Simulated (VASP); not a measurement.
## CaO: relaxation of cell and atoms with LDA

Crystal: CaO.

```
Ca O
1.0
     0.00000    2.41518    2.41518
     2.41518    0.00000    2.41518
     2.41518    2.41518    0.00000
Ca O
1 1
Direct
  0.00000 0.00000 0.00000
  0.50000 0.50000 0.50000
```

```json
{
 "Program": "VASP 6.6.1",
 "Task": "relaxation of cell and atoms",
 "Functional": "LDA",
 "Potentials or basis": "VASP PAW LDA potentials, release 64 (Ca_sv, O)",
 "Cutoff": "600 eV",
 "k mesh": "8 × 8 × 8",
 "Occupations": "fermi-dirac, width 0.02 eV",
 "Spin": "no spin polarisation",
 "Dipole correction": "no",
 "Further INCAR settings": "ALGO = Normal; EDIFF = 1e-06; IBRION = 2; EDIFFG = -0.005; NSW = 80; ISIF = 3"
}
```

```
Relaxed volume                         : 13.12 Å³/atom
Relaxed cell                           : a = 3.336 Å, b = 3.336 Å, c = 3.336 Å, α = 60.00°, β = 60.00°, γ = 60.00°
Space group after relaxing (to 0.05 Å) : Fm-3m (No. 225)
Energy gained by relaxing              : 25.0 meV/atom
Ionic steps                            : 3
Pressure after relaxing                : 0.0 GPa
Band gap on the k mesh                 : 3.43 eV, indirect (least direct gap 3.79 eV)
```

Step by step:
```tsv
step	energy change (eV)	largest force (eV/Å)	pressure (GPa)	volume (Å³)
1	0.0000	0.0000	-7.81	28.18
2	-0.0402	0.0000	4.15	25.47
3	-0.0501	0.0000	-0.01	26.25
```

Final structure:
```
CELL_PARAMETERS angstrom
0.00000 2.35876 2.35876
2.35876 0.00000 2.35876
2.35876 2.35876 0.00000
ATOMIC_POSITIONS crystal
Ca 0.00000 0.00000 0.00000
O 0.50000 0.50000 0.50000
```

Levels at points of the mesh, in eV from the valence-band top:
```tsv
k point	band 4	band 5	band 6	band 7	band 8	band 9	band 10	band 11	band 12
(0.00, 0.00, 0.00)	-17.84	-15.32	0.00	0.00	0.00	5.03	6.24	6.24	6.24
(0.50, 0.00, 0.00)	-17.91	-13.81	-2.85	-1.35	-1.35	7.22	8.61	8.61	8.74
(0.50, 0.50, 0.00)	-18.14	-15.07	-1.27	-0.36	-0.36	3.43	8.44	9.20	9.92
```

It took 31 s on 1 thread of Intel Xeon 6975P-C, with other jobs on the host, peak memory 0.16 GiB.

A k mesh can miss the band edges.
